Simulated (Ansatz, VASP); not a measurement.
**Two plane-wave programs on AgI**

The input INCAR:

```
SYSTEM = AgI
PREC = Accurate
ENCUT = 500
EDIFF = 1E-6
ISMEAR = 0
SIGMA = 0.01
LREAL = .FALSE.
LASPH = .TRUE.
NELM = 120
ALGO = Normal
ISIF = 2
LWAVE = .FALSE.
LCHARG = .FALSE.
GGA = PE
NBANDS = 16
GGA_COMPAT = .FALSE.
```

The input KPOINTS:

```
regular mesh
0
G
  6 6 6
  0 0 0
```

The input POSCAR:

```
AgI
1.0
    0.0000000000      3.3476562787      3.3476562787
    3.3476562787      0.0000000000      3.3476562787
    3.3476562787      3.3476562787      0.0000000000
Ag I
1 1
Direct
    0.0000000000      0.0000000000      0.0000000000
    0.2500000000      0.2500000000      0.2500000000
```

Input for Ansatz:

```yaml
crystal:
  lattice:
    - [0.0, 3.3476562787, 3.3476562787]
    - [3.3476562787, 0.0, 3.3476562787]
    - [3.3476562787, 3.3476562787, 0.0]
  atoms:
    - { symbol: Ag, position: [0.0, 0.0, 0.0] }
    - { symbol: I, position: [0.25, 0.25, 0.25] }
kpoints:
  mp_grid: { grid: [6, 6, 6] }
hamiltonian:
  xc: pbe
scf:
  occupations: { method: fixed }
  n_extra_bands: 4
output:
  forces: true
  stress: true
  eigenvalues: true
```

Alike in both runs: task single point; functional PBE; k mesh 6 × 6 × 6; no spin polarisation.

```csv
,VASP,Ansatz
version,VASP 6.6.1,Ansatz 0.2.0
potentials or method,"VASP PAW PBE potentials, release 64 (Ag, I)","plane waves, PAW"
plane-wave cutoff (eV),500,420
occupations,"gaussian, width 0.01 eV",fixed
valence electrons in the cell,18,36
```

```csv
,VASP,Ansatz,Ansatz less VASP
gap on the k mesh at the Fermi level (eV),1.35,1.35,-0.002
pressure (GPa),-0.8,-0.7,+0.03
```

VASP's potentials hold 18 valence electrons a cell and Ansatz's 36, so a difference there can come from the potentials and not from the codes.

Neither program's run includes spin-orbit coupling.
